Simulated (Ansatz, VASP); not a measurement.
Ga2As3 in VASP and in Ansatz

```
Ga As
1.0
     4.03076    0.00000    0.00000
    -2.01538    3.49074    0.00000
     0.00000    0.00000   16.61260
Ga As
4 6
Direct
  0.00000 0.00000 0.44780
  0.33333 0.66667 0.64829
  0.33333 0.66667 0.04688
  0.66667 0.33333 0.24711
  0.66667 0.33333 0.39764
  0.00000 0.00000 0.59840
  0.33333 0.66667 0.79904
  0.00000 0.00000 0.99019
  0.33333 0.66667 0.19709
  0.66667 0.33333 0.86856
```

Alike in both runs: functional PBE; k mesh 12 × 12 × 2; occupations gaussian, width 0.02 eV; no spin polarisation.

Ansatz relaxed the structure, and its values are those at the end. VASP's run is a single point on that final structure, the one shown.

|  | VASP | Ansatz |
| --- | --- | --- |
| version | VASP 6.6.1 | Ansatz 0.2.0 |
| potentials or method | VASP PAW PBE potentials, release 64 (Ga_d, As), cutoff 520 eV | scalar-relativistic, plane waves, PAW |
| valence electrons in the cell | 82 | 142 |

|  | VASP | Ansatz | Ansatz less VASP |
| --- | --- | --- | --- |
| gap on the k mesh at the Fermi level (eV) | 0.20 | 0.20 | 0.000 |
| least direct gap on the mesh (eV) | 0.37 | 0.37 | 0.000 |
| pressure (GPa) | 0.2 | 0.0 | -0.17 |
| rms of the force components (eV/Å) | 0.006 | 0.000 | -0.0053 |

VASP's potentials hold 82 valence electrons a cell and Ansatz's 142, so a difference there can come from the potentials and not from the codes.
